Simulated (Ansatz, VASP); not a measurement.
# Two plane-wave programs on ZrSi4Pd

```xyz
6
Lattice="4.3585 0.0000 0.0000 -2.1793 3.7746 0.0000 0.0000 0.0000 5.7390" Properties=species:S:1:pos:R:3 pbc="T T T"
Zr    0.0000    0.0000    0.0000
Si    0.0000    2.5164    4.1000
Si    0.0000    2.5164    1.6389
Si    2.1793    1.2582    1.6389
Si    2.1793    1.2582    4.1000
Pd    0.0000    0.0000    2.8695
```

Alike in both runs: functional PBE; k mesh 12 × 12 × 8; occupations gaussian, width 0.1 eV; no spin polarisation.

Ansatz relaxed the structure, and its values are those at the end. VASP's run is a single point on that final structure, the one shown.

|  | VASP | Ansatz |
| --- | --- | --- |
| version | VASP 6.6.1 | Ansatz 0.2.0 |
| potentials or method | VASP PAW PBE potentials, release 64 (Zr_sv, Si, Pd), cutoff 500 eV | scalar-relativistic, plane waves, PAW |
| valence electrons in the cell | 38 | 46 |

|  | VASP | Ansatz | Ansatz less VASP |
| --- | --- | --- | --- |
| gap on the k mesh at the Fermi level (eV) | none | none | - |
| pressure (GPa) | 0.0 | 0.0 | +0.03 |
| rms of the force components (eV/Å) | 0.003 | 0.000 | -0.0028 |

A gap of «none» marks a metal or a gap that the smearing closes. The functional is the same, so the differences come from potentials, cutoffs and numerics. VASP's potentials hold 38 valence electrons a cell and Ansatz's 46, so a difference there can come from the potentials and not from the codes. Ansatz's warnings: force scf threshold loose, stress scf threshold loose.
